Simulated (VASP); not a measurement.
# Nb (P6/mmm) in VASP: further runs

The runs below take Nb through single point, with RPBE.

Everything below comes from runs of VASP 6.6.1. Logs are shortened: lines on timing, memory, paths and dates and some standing lists are left out, and cuts for length are marked.

### Step 1. The cell of the first run

The structure is hexagonal, space group P6/mmm (No. 191). The conventional cell has a = 5.101 Å, b = 5.101 Å, c = 2.807 Å, α = 90.00°, β = 90.00°, γ = 120.00°. Within 3.7 Å of Nb (site symmetry 6/mmm) lie 14 Nb at 2.81 to 3.26 Å. Nb (site symmetry -6m2) has 11 Nb at 2.81 to 3.26 Å within 3.7 Å.

This isn't the form of Nb at room conditions, which is bcc.

### Step 2. Single point, RPBE (21.09 Å³/atom)

INCAR reads:

```
SYSTEM = Nb
PREC = Accurate
ENCUT = 520
EDIFF = 1E-6
ISMEAR = -1
SIGMA = 0.1
LREAL = .False.
LASPH = .True.
NELM = 100
ALGO = Normal
ISIF = 2
LWAVE = .False.
LCHARG = .False.
GGA = RP
NBANDS = 26
```

KPOINTS reads:

```
Automatic mesh
0
Gamma
  8 8 13
  0 0 0
```

POSCAR reads:

```
Nb
1.0
    5.1010820760      0.0000000000      0.0000000000
   -2.5505410380      4.4176666646      0.0000000000
    0.0000000000      0.0000000000      2.8074033041
Nb
3
Direct
    0.0000000000      1.0000000000      1.0000000000
    0.3333333333      0.6666666667      0.5000000000
    0.6666666667      0.3333333333      0.5000000000
```

Potentials or basis: VASP PAW PBE potentials, release 64 (Nb_sv).

Command:

```sh
$ cat potpaw_PBE.64/Nb_sv/POTCAR > POTCAR
$ mpirun -np 1 vasp_std > vasp.out
```

OUTCAR:

```text
SYSTEM = Nb
   PREC = Accurate
   ENCUT = 520
   EDIFF = 1E-6
   ISMEAR = -1
   LREAL = .False.
   LASPH = .True.
   NELM = 100
   ISIF = 2
   GGA = RP

 ion  position               nearest neighbor table
   1  0.000  0.000  0.000-
   2  0.333  0.667  0.500-   3 2.95   3 2.95   3 2.95
   3  0.667  0.333  0.500-   2 2.95   2 2.95   2 2.95

  LATTYP: Found a hexagonal cell.
 ALAT       =     5.1010820760
 C/A-ratio  =     0.5503544664

  Lattice vectors:

 A1 = (   5.1010820760,   0.0000000000,   0.0000000000)
 A2 = (  -2.5505410380,   4.4176666646,   0.0000000000)
 A3 = (   0.0000000000,   0.0000000000,   2.8074033041)

Analysis of symmetry for initial positions (statically):
=====================================================================
 Subroutine PRICEL returns:
 Original cell was already a primitive cell.

 Routine SETGRP: Setting up the symmetry group for a
 hexagonal supercell.

 Subroutine GETGRP returns: Found 24 space group operations
 (whereof 24 operations were pure point group operations)
 out of a pool of 24 trial point group operations.

The static configuration has the point symmetry D_6h.

Analysis of symmetry for dynamics (positions and initial velocities):
=====================================================================
 Subroutine PRICEL returns:
 Original cell was already a primitive cell.

 Routine SETGRP: Setting up the symmetry group for a
 hexagonal supercell.

 Subroutine GETGRP returns: Found 24 space group operations
 (whereof 24 operations were pure point group operations)
 out of a pool of 24 trial point group operations.

The dynamic configuration has the point symmetry D_6h.

 Subroutine INISYM returns: Found 24 space group operations
 (whereof 24 operations are pure point group operations),
 and found     1 'primitive' translations

----------------------------------------------------------------------------------------

                                     Primitive cell

  volume of cell :      63.2645

  direct lattice vectors                    reciprocal lattice vectors
     5.101082076  0.000000000  0.000000000     0.196036838  0.113181921  0.000000000
    -2.550541038  4.417666665  0.000000000     0.000000000  0.226363842  0.000000000
     0.000000000  0.000000000  2.807403304     0.000000000  0.000000000  0.356201048

  length of vectors
     5.101082076  5.101082076  2.807403304     0.226363842  0.226363842  0.356201048

  position of ions in fractional coordinates (direct lattice)
     0.000000000  0.000000000  0.000000000
     0.333333333  0.666666667  0.500000000
     0.666666667  0.333333333  0.500000000

  ion indices of the primitive-cell ions
   primitive index   ion index
                 1           1
                 2           2
                 3           3

----------------------------------------------------------------------------------------

 KPOINTS: Automatic mesh

Automatic generation of k-mesh.
 Grid dimensions read from file:
 generate k-points for:    8    8   13

 Generating k-lattice:

  Cartesian coordinates                     Fractional coordinates (reciprocal lattice)
     0.024504605  0.014147740  0.000000000     0.125000000  0.000000000  0.000000000
     0.000000000  0.028295480  0.000000000     0.000000000  0.125000000  0.000000000
     0.000000000  0.000000000  0.027400081     0.000000000  0.000000000  0.076923077

  Length of vectors
     0.028295480  0.028295480  0.027400081

  Shift w.r.t. Gamma in fractional coordinates (k-lattice)
     0.000000000  0.000000000  0.000000000

 Subroutine IBZKPT returns following result:
 ===========================================

 Found     70 irreducible k-points:

 Following reciprocal coordinates:
            Coordinates               Weight
  0.000000  0.000000  0.000000      1.000000
  0.125000  0.000000  0.000000      6.000000
  0.250000  0.000000  0.000000      6.000000
  0.375000  0.000000  0.000000      6.000000
  0.500000  0.000000  0.000000      3.000000
  0.125000  0.125000  0.000000      6.000000
[... 16 lines left out ...]
  0.250000  0.000000  0.153846     12.000000
  0.375000  0.000000  0.153846     12.000000
 [... further k-points ...]
   k-points           NKPTS =     70   k-points in BZ     NKDIM =     70   number of bands    NBANDS=     26
   number of dos      NEDOS =    301   number of ions     NIONS =      3
   total plane-waves  NPLWV =  38400
   dimension x,y,z NGX =    40 NGY =   40 NGZ =   24
   dimension x,y,z NGXF=    80 NGYF=   80 NGZF=   48
   ions per type =               3
   NGX,Y,Z   is equivalent  to a cutoff of  13.04, 13.04, 14.21 a.u.
   NGXF,Y,Z  is equivalent  to a cutoff of  26.07, 26.07, 28.42 a.u.
 SYSTEM =  Nb
   PREC   = accura    normal or accurate (medium, high low for compatibility)
   ISTART =      0    job   : 0-new  1-cont  2-samecut
   ICHARG =      2    charge: 1-file 2-atom 10-const
   ISPIN  =      1    spin polarized calculation?
   LNONCOLLINEAR =      F non collinear calculations
   LSORBIT =      F    spin-orbit coupling
   LASPH  =      T    aspherical Exc in radial PAW
   ENCUT  =  520.0 eV  38.22 Ry    6.18 a.u.   9.48  9.48  5.22*2*pi/ulx,y,z
   NELM   =    100;   NELMIN=  2; NELMDL= -5     # of ELM steps
   EDIFF  = 0.1E-05   stopping-criterion for ELM
   LREAL  =      F    real-space projection
   EDIFFG = 0.1E-04   stopping-criterion for IOM
   NSW    =      0    number of steps for IOM
   IBRION =     -1    ionic relax: 0-MD 1-quasi-New 2-CG
   NFREE  =      0    steps in history (QN), initial steepest desc. (CG)
   ISIF   =      2    stress and relaxation
   ISYM   =      2    0-nonsym 1-usesym 2-fastsym
   POTIM  = 0.5000    time-step for ionic-motion
   TEBEG  =    0.0;   TEEND  =   0.0 temperature during run
   PSTRESS=    0.0 pullay stress
   NELECT =      39.0000    total number of electrons
   NUPDOWN=      -1.0000    fix difference up-down
   EMIN   =  10.00;   EMAX   =-10.00  energy-range for DOS
   EFERMI =   0.00;   METHOD = LEGACY
   ISMEAR =    -1;   SIGMA  =   0.10  broadening in eV -4-tet -1-fermi 0-gaus
   EFERMI_NEDOS =   21; number of points for ismear=-14 and -15
   IALGO  =     38    algorithm
   IMIX   =      4    mixing-type and parameters
     AMIX     =   0.40;   BMIX     =  1.00
     AMIX_MAG =   1.60;   BMIX_MAG =  1.00
  volume/ion in A,a.u.               =      21.09       142.31
  Fermi-wavevector in a.u.,A,eV,Ry     =   1.393295  2.632945 26.412587  1.941270
  Thomas-Fermi vector in A             =   2.516955
   LORBIT       =      0    0 simple, 1 ext, 2 COOP (PROOUT), +10 PAW based schemes
   GGA     = RP    functional components
   LHFCALC =     F    Hartree Fock is set to
   AEXX    =    0.0000 exact exchange contribution
   IVDW    =     0    specifies the selected vdW correction
   LEPSILON=     F    determine dielectric tensor
   LRPA    =     F    only Hartree local field effects (RPA)
 non-spin polarized calculation
  energy-cutoff  :      520.00
  volume of cell :       63.26
 maximum number of plane-waves:      1726
 NGX is ok and might be reduce to    40
   NGX = 19   NGY = 19   NGZ = 11

 number of electron      39.0000002 magnetization

 Free energy of the ion-electron system (eV)
  ---------------------------------------------------
  ext. energy  EPLUGINS =         0.00000000
  ---------------------------------------------------
  free energy    TOTEN  =       -28.23309039 eV

  energy without entropy =      -28.11353731  energy(sigma->0) =      -28.17331385

 E-fermi :   9.4068     XC(G=0): -11.6201

 val. band max:        9.3592188390   @ k =   0.2500   0.1250   0.0769
 cond. band min:       9.4091122092   @ k =   0.2500   0.0000   0.3846
 fundamental gap:      0.0498933702
 Fermi energy:         9.4067830280

 k-point     1 :       0.0000    0.0000    0.0000
  band No.  band energies     occupation
      1     -45.4774      2.00000
      2     -45.3895      2.00000
      3     -45.3230      2.00000
      4     -21.6703      2.00000
      5     -21.6703      2.00000
      6     -21.5647      2.00000
[... 18 lines left out ...]
     25      11.9396      0.00000
     26      11.9396      0.00000

 k-point     2 :       0.1250    0.0000    0.0000
  band No.  band energies     occupation
      1     -45.4726      2.00000
      2     -45.3906      2.00000
      3     -45.3267      2.00000
      4     -21.7182      2.00000
      5     -21.6990      2.00000
      6     -21.5098      2.00000
[... 18 lines left out ...]
     25      12.3063      0.00000
     26      12.3490      0.00000

 k-point     3 :       0.2500    0.0000    0.0000
  band No.  band energies     occupation
      1     -45.4598      2.00000
      2     -45.3932      2.00000
      3     -45.3371      2.00000
      4     -21.7817      2.00000
      5     -21.7025      2.00000
      6     -21.4265      2.00000
[... 18 lines left out ...]
     25      12.6988      0.00000
     26      12.8235      0.00000

 k-point     4 :       0.3750    0.0000    0.0000
  band No.  band energies     occupation
      1     -45.4441      2.00000
      2     -45.3960      2.00000
      3     -45.3503      2.00000
      4     -21.8250      2.00000
      5     -21.6472      2.00000
      6     -21.4085      2.00000
[... 18 lines left out ...]
     25      12.6269      0.00000
     26      13.1076      0.00000
[... 496 lines left out ...]
      1     -45.4414      2.00000
      2     -45.3684      2.00000
      3     -45.3007      2.00000
      4     -21.6806      2.00000
      5     -21.6622      2.00000
      6     -21.4769      2.00000
[... 18 lines left out ...]
     25      12.0534      0.00000
     26      12.1007      0.00000

 k-point    23 :       0.2500    0.0000    0.1538
  band No.  band energies     occupation
      1     -45.4297      2.00000
      2     -45.3701      2.00000
      3     -45.3110      2.00000
      4     -21.7371      2.00000
      5     -21.6641      2.00000
      6     -21.4049      2.00000
[... 18 lines left out ...]
     25      12.3742      0.00000
     26      12.5138      0.00000

 k-point    24 :       0.3750    0.0000    0.1538
  band No.  band energies     occupation
      1     -45.4158      2.00000
      2     -45.3710      2.00000
      3     -45.3243      2.00000
      4     -21.7766      2.00000
      5     -21.6157      2.00000
      6     -21.4039      2.00000
[... 18 lines left out ...]
     25      11.9248      0.00000
     26      12.6398      0.00000

 [... further k-points ...]

------------------------ aborting loop because EDIFF is reached ----------------------------------------

  FORCE on cell =-STRESS in cart. coord.  units (eV):
  Direction    XX          YY          ZZ          XY          YZ          ZX
  --------------------------------------------------------------------------------------
  -------------------------------------------------------------------------------------
  Total       -5.3846722     -5.3846722     -6.3420686      0.0000000     -0.0000000      0.0000000
  in kB     -136.3671578   -136.3671578   -160.6132814      0.0000000     -0.0000000      0.0000000
  external PRESSURE =    -144.4491990 kB  Pullay stress =       0.0000000 kB

 VOLUME and BASIS-vectors are now :
 -----------------------------------------------------------------------------
  energy-cutoff  :      520.00
  volume of cell :       63.26
      direct lattice vectors                 reciprocal lattice vectors
     5.101082076  0.000000000  0.000000000     0.196036838  0.113181921  0.000000000
    -2.550541038  4.417666665  0.000000000     0.000000000  0.226363842  0.000000000
     0.000000000  0.000000000  2.807403304     0.000000000  0.000000000  0.356201048

 POSITION                                       TOTAL-FORCE (eV/Angst)
 -----------------------------------------------------------------------------------
      0.00000      0.00000      0.00000         0.000000      0.000000     -0.000000
     -0.00000      2.94511      1.40370        -0.000000      0.000000      0.000000
      2.55054      1.47256      1.40370         0.000000     -0.000000     -0.000000
 -----------------------------------------------------------------------------------
    total drift:                                0.000000     -0.000000      0.000000

  FREE ENERGIE OF THE ION-ELECTRON SYSTEM (eV)
  ---------------------------------------------------
  free  energy   TOTEN  =       -28.2330903858 eV

  energy  without entropy=      -28.1135373057  energy(sigma->0) =      -28.17331385
```

Run time: 56 s. Hardware: 1 thread of AMD EPYC 9R45 (Zen 5), shared host; peak memory 0.21 GiB.

Results:

```yaml
Free_energy: -28.2331 eV
Pressure: -14.4 GPa
Band_gap_on_the_k_mesh: zero (an odd number of electrons rules out a gap without spin polarisation)
```

Stress tensor (GPa, compression positive):
```
-13.64   0.00   0.00
  0.00 -13.64   0.00
  0.00   0.00 -16.06
```

Levels at points of the mesh, in eV from the Fermi level:
```
           k point  band 17  band 18  band 19  band 20  band 21  band 22  band 23  band 24
(0.00, 0.00, 0.00)    -1.13    -1.11    -1.11    -0.83     0.58     0.58     2.52     2.52
(0.50, 0.00, 0.00)    -1.53    -1.26    -0.80    -0.76     0.99     1.73     2.53     2.69
```

Caveat: the cell stands under tension; the PAW data sets were made with another functional, which shifts forces and pressure a little.

### Step 3. Single point, RPBE

This run uses another cell than the first one, of 18.83 Å³/atom.

INCAR reads:

```
SYSTEM = Nb
PREC     = Accurate       ! precision mode
ENCUT    = 520            ! plane-wave cutoff, eV
EDIFF    = 1E-6           ! SCF threshold, eV
ISMEAR   = -1             ! smearing method
SIGMA    = 0.1            ! smearing width, eV
LREAL    = .False.        ! projectors in reciprocal space
LASPH    = .True.         ! aspherical terms in the spheres
NELM     = 100            ! most SCF steps
ALGO     = Normal         ! electronic algorithm
ISIF     = 2              ! what is computed and relaxed
LWAVE    = .False.        ! write WAVECAR
LCHARG   = .False.        ! write CHGCAR
GGA      = RP             ! functional
NBANDS   = 26             ! bands
```

KPOINTS reads:

```
regular mesh
0
Gamma
  10 10 15
  0 0 0
```

POSCAR reads:

```
Nb
1.0
    4.9119767649      0.0000000000      0.0000000000
   -2.4559883824      4.2538966612      0.0000000000
    0.0000000000      0.0000000000      2.7033283515
Nb
3
Direct
    0.0000000000      1.0000000000      1.0000000000
    0.3333333333      0.6666666667      0.5000000000
    0.6666666667      0.3333333333      0.5000000000
```

Potentials or basis: VASP PAW PBE potentials, release 64 (Nb_sv).

Command:

```sh
$ cat potpaw_PBE.64/Nb_sv/POTCAR > POTCAR
$ mpirun -np 1 vasp_std > vasp.out
```

Run time: 77 s. Hardware: 1 thread of AMD EPYC 9R45 (Zen 5), shared host; peak memory 0.22 GiB.

It converged, with:

- Free energy: -28.5649 eV
- Pressure: -0.3 GPa
- Band gap on the k mesh: zero (an odd number of electrons rules out a gap without spin polarisation)

Stress tensor (GPa, compression positive):
```
-0.04  0.00  0.00
 0.00 -0.04  0.00
 0.00  0.00 -0.92
```

Levels at points of the mesh, in eV from the Fermi level:
```
           k point  band 16  band 17  band 18  band 19  band 20  band 21  band 22  band 23  band 24  band 25
(0.00, 0.00, 0.00)    -1.21    -1.21    -1.20    -1.20    -0.98     0.60     0.60     2.82     2.82     2.85
(0.50, 0.00, 0.00)    -1.94    -1.77    -1.52    -1.00    -0.88     1.36     1.90     2.93     3.03     3.05
```

Caveat: the PAW data sets were made with another functional, which shifts forces and pressure a little.

The gap in the log of VASP goes by the Fermi energy; the results here count the filled bands.